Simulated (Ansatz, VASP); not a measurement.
LiCl in VASP and in Ansatz

```xyz
2
Lattice="0.0000 2.6930 2.5648 2.6930 0.0000 2.5648 2.6930 2.6930 0.0000" Properties=species:S:1:pos:R:3 pbc="T T T"
Li    0.0000    0.0000    0.0000
Cl    2.6930    2.6930    2.5648
```

Change from the starting cell: strain +0.050 along x and y, +0.000 along z, atoms carried along.

Alike in both runs: task single point; functional PBE; k mesh 8 × 8 × 8; occupations gaussian, width 0.05 eV; no spin polarisation.

|  | VASP | Ansatz |
| --- | --- | --- |
| version | VASP 6.6.1 | Ansatz 0.2.0 |
| potentials or method | VASP PAW PBE potentials, release 64 (Li_sv, Cl), cutoff 520 eV | scalar-relativistic, plane waves, PAW |
| valence electrons in the cell | 10 | 10 |

Ansatz gave:

```
gap on the k mesh at the Fermi level (eV) : 5.77
least direct gap on the mesh (eV)         : 5.77
```

Q: Which values does VASP return?

A: gap on the k mesh at the Fermi level (eV): 5.78; least direct gap on the mesh (eV): 5.78.

Noted on VASP's run: the cutoff is short for stress, so the pressure is rough.
